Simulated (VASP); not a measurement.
The system is As.

```
CELL_PARAMETERS angstrom
2.70368 0.00000 0.00000
0.00000 2.70368 0.00000
0.00000 0.00000 2.70368
ATOMIC_POSITIONS crystal
As 0.50000 0.50000 0.50000
```

- Program: VASP 6.6.1
- Task: relaxation of cell and atoms
- Functional: PBEsol
- Dispersion: D3(BJ)
- Potentials or basis: VASP PAW PBE potentials, release 64 (As)
- Cutoff: 600 eV
- k mesh: 8 × 8 × 8
- Occupations: methfessel-paxton, width 0.15 eV
- Spin: no spin polarisation

At the start: pressure -3.4 GPa; volume 19.76 Å³/atom.

**Question.** Where does the relaxation end?

**Answer.** Over 3 steps the energy falls by 8.1 meV/atom and the volume is 19.02 Å³/atom (-3.7 %); space group Pm-3m (No. 221, to 0.05 Å).

The path:
| step | energy change (eV) | largest force (eV/Å) | pressure (GPa) | volume (Å³) |
| --- | --- | --- | --- | --- |
| 1 | 0.0000 | 0.0000 | -3.43 | 19.76 |
| 2 | -0.0050 | 0.0000 | 2.27 | 18.58 |
| 3 | -0.0081 | 0.0000 | 0.01 | 19.02 |

Final structure:
```yaml
crystal:
  lattice:
    - [2.66956, 0.00000, 0.00000]
    - [0.00000, 2.66956, 0.00000]
    - [0.00000, 0.00000, 2.66956]
  atoms:
    - { symbol: As, position: [0.50000, 0.50000, 0.50000] }
```

Caveat: the PAW data sets were made with another functional, which shifts forces and pressure a little; pairwise dispersion overbinds metals, which lowers pressure and volume.
